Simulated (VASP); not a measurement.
Ir:

```xyz
2
Lattice="2.8235 0.0000 0.0000 -1.4118 2.4452 0.0000 0.0000 0.0000 4.5778" Properties=species:S:1:pos:R:3 pbc="T T T"
Ir    1.4118    0.8151    3.4333
Ir    0.0000    1.6302    1.1444
```

This isn't the form of Ir at room conditions, which is fcc.

Base run:

* Program: VASP 6.6.1
* Functional: PBEsol
* Potentials or basis: VASP PAW PBE potentials, release 64 (Ir)
* Cutoff: 520 eV
* k mesh: 21 × 21 × 12
* Occupations: gaussian, width 0.15 eV
* Spin: collinear spin
* Starting moments: [0.4, 0.4] μB
* Fixed moment: 0.8 μB

Its results: pressure -31.0 GPa; site moments Ir +0.39 μB.

Problem. The run is repeated on the same cell with these changes: fixed moment from 0.8 μB to 0.6 μB; moments at the start from [0.4, 0.4] to [0.3, 0.3]. What comes out?

Solution. Pressure -31.4 GPa; site moments Ir +0.29 μB.

Caveats: the cell stands under tension; the PAW data sets were made with another functional, which shifts forces and pressure a little; the total moment is fixed, so each spin has its own Fermi level and the state may be an excited one.
